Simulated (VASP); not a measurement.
Os:

```
Os
1.0
     2.73410    0.00000    0.00000
    -1.36705    2.36780    0.00000
     0.00000    0.00000    4.31970
Os
2
Cartesian
  1.3671 0.7893 3.2398
  0.0000 1.5785 1.0799
```

Base run:

* Program: VASP 6.6.1
* Functional: PBE
* Potentials or basis: VASP PAW PBE potentials, release 64 (Os)
* Cutoff: 600 eV
* k mesh: 11 × 11 × 6
* Occupations: gaussian, width 0.018 eV
* Spin: no spin polarisation

Its results: band gap on the k mesh zero (bands 8 and 9 overlap by 3.89 eV); pressure 8.9 GPa.

Problem. The run is repeated on the same cell with these changes: functional from PBE to SVWN5; cutoff from 600 eV to 520 eV; occupations from gaussian, width 0.018 eV to fermi-dirac, width 0.05 eV. What comes out?

Solution. Band gap on the k mesh zero (bands 8 and 9 overlap by 3.89 eV); pressure -8.0 GPa.

Caveats: spin-orbit coupling is left out, which moves the levels of the heavy elements; the cell stands under pressure (at least some runs); the cell stands under tension (at least some runs); the PAW data sets were made with another functional, which shifts forces and pressure a little (at least some runs).
